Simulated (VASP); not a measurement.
Set up this calculation in VASP 6.6.1, as the native input.

| Quantity | Value |
| --- | --- |
| Task | single point |
| Functional | r2SCAN |
| Potentials or basis | VASP PAW PBE potentials, release 64 (Zn, S) |
| Cutoff | 520 eV |
| k mesh | 12 × 12 × 4 |
| Occupations | tetrahedron |
| Spin | no spin polarisation |
| Dipole correction | no |
| Further INCAR settings | ALGO = Normal; EDIFF = 1e-06; NBANDS = 26 |

ZnS:

```xyz
4
Lattice="3.8124 0.0000 0.0000 -1.9062 3.3017 0.0000 0.0000 0.0000 6.2509" Properties=species:S:1:pos:R:3 pbc="T T T"
Zn    0.0000    2.2011    0.0000
Zn    1.9062    1.1005    3.1254
S     0.0000    2.2011    2.3441
S     1.9062    1.1005    5.4695
```

The input as run:

POSCAR

```
ZnS
1.0
    3.8124380900      0.0000000000      0.0000000000
   -1.9062190500      3.3016632500      0.0000000000
    0.0000000000      0.0000000000      6.2508806900
Zn S
2 2
Direct
    0.3333300000      0.6666700000      0.0000000000
    0.6666600000      0.3333300000      0.5000000000
    0.3333300000      0.6666700000      0.3750000000
    0.6666600000      0.3333300000      0.8750000000
```

INCAR.step1

```
SYSTEM = ZnS
PREC = Accurate
ENCUT = 520
ISMEAR = -5
SIGMA = 0.1
LREAL = .False.
LASPH = .True.
NELM = 100
NBANDS = 26
GGA = PE
ALGO = Normal
EDIFF = 1E-4
LWAVE = .True.
LCHARG = .False.
```

INCAR.step2

```
SYSTEM = ZnS
PREC = Accurate
ENCUT = 520
EDIFF = 1E-6
ISMEAR = -5
SIGMA = 0.1
LREAL = .False.
LASPH = .True.
NELM = 100
ALGO = Normal
ISIF = 2
LWAVE = .False.
LCHARG = .False.
METAGGA = R2SCAN
LMIXTAU = .True.
NBANDS = 26
ISTART = 1
```

KPOINTS

```
Automatic mesh
0
Gamma
  12 12 4
  0 0 0
```

Potentials or basis: VASP PAW PBE potentials, release 64 (Zn, S).

Command:

```sh
$ cat potpaw_PBE.64/Zn/POTCAR potpaw_PBE.64/S/POTCAR > POTCAR
$ cp INCAR.step1 INCAR
$ mpirun -np 1 vasp_std > vasp.out
$ cp INCAR.step2 INCAR
$ mpirun -np 1 vasp_std > vasp.out
```

Results of the run:

```
Pressure               : -0.2 GPa
Largest force          : 0.016 eV/Å
Band gap on the k mesh : 2.77 eV
```

Caveat: the PAW data sets were made with another functional, which shifts forces and pressure a little.

Wall time 19 min on 1 thread of Intel Xeon 8259CL, on a shared host, peak memory 0.35 GiB.
